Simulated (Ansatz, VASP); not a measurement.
**One calculation of CuI, two programs**

INCAR

```
SYSTEM = CuI
  PREC = Accurate
  ENCUT = 520
  EDIFF = 1E-6
  ISMEAR = 0
  SIGMA = 0.05
  LREAL = .False.
  LASPH = .True.
  NELM = 60
  ALGO = Normal
  ISIF = 2
  LWAVE = .False.
  LCHARG = .True.
  LDIPOL = .True.
  IDIPOL = 3
  DIPOL = 0.5 0.5 0.500
  GGA = PE
  LELF = .True.
  LVHAR = .True.
  LVACPOTAV = .True.
  NBANDS = 36
```

KPOINTS

```
Automatic mesh
0
Gamma
  6 5 1
  0 0 0
```

POSCAR

```
CuI
1.0
    4.2977998327      0.0000000000      0.0000000000
    0.0000000000      6.0780068118      0.0000000000
    0.0000000000      0.0000000000     19.2977998327
Cu I
3 3
Direct
    0.0000000000      0.7500000000      0.3886453412
    0.5000000000      0.2500000000      0.5000000000
    0.0000000000      0.7500000000      0.6113546588
    0.5000000000      0.5000000000      0.3886453412
    0.0000000000      0.0000000000      0.5000000000
    0.5000000000      0.5000000000      0.6113546588
```

Input for Ansatz:

```yaml
crystal:
  lattice:
    - [4.2977998327, 0.0, 0.0]
    - [0.0, 6.0780068118, 0.0]
    - [0.0, 0.0, 19.2977998327]
  atoms:
    - { symbol: Cu, position: [0.0, 0.75, 0.3886453412] }
    - { symbol: I, position: [0.5, 0.5, 0.3886453412] }
    - { symbol: Cu, position: [0.5, 0.25, 0.5] }
    - { symbol: I, position: [0.0, 0.0, 0.5] }
    - { symbol: Cu, position: [0.0, 0.75, 0.6113546588] }
    - { symbol: I, position: [0.5, 0.5, 0.6113546588] }
basis:
  ecutwfc: 420
kpoints:
  mp_grid: { grid: [6, 5, 1] }
hamiltonian:
  xc: pbe
scf:
  occupations: { method: gaussian, width: 0.05 }
output:
  forces: true
  stress: true
  eigenvalues: true
  write_density: true
  write_potential: true
  elf: true
  volumetric_format: npy
efield:
  axis: 3
  dipole_correction: true
```

Alike in both runs: task single point; functional PBE; k mesh 6 × 5 × 1; occupations gaussian, width 0.05 eV; no spin polarisation.

|  | VASP | Ansatz |
| --- | --- | --- |
| version | VASP 6.6.1 | Ansatz 0.2.0 |
| potentials or method | VASP PAW PBE potentials, release 64 (Cu, I), cutoff 520 eV | scalar-relativistic, plane waves, PAW |
| valence electrons in the cell | 54 | 108 |

|  | VASP | Ansatz | Ansatz less VASP |
| --- | --- | --- | --- |
| gap on the k mesh at the Fermi level (eV) | 1.05 | 1.04 | -0.011 |
| least direct gap on the mesh (eV) | 1.05 | 1.04 | -0.011 |
| rms of the force components (eV/Å) | 0.384 | 0.385 | +0.0016 |

VASP's potentials hold 54 valence electrons a cell and Ansatz's 108, so a difference there can come from the potentials and not from the codes. Ansatz's warnings: xc potential rough in thin density.

Spin-orbit coupling is off throughout.
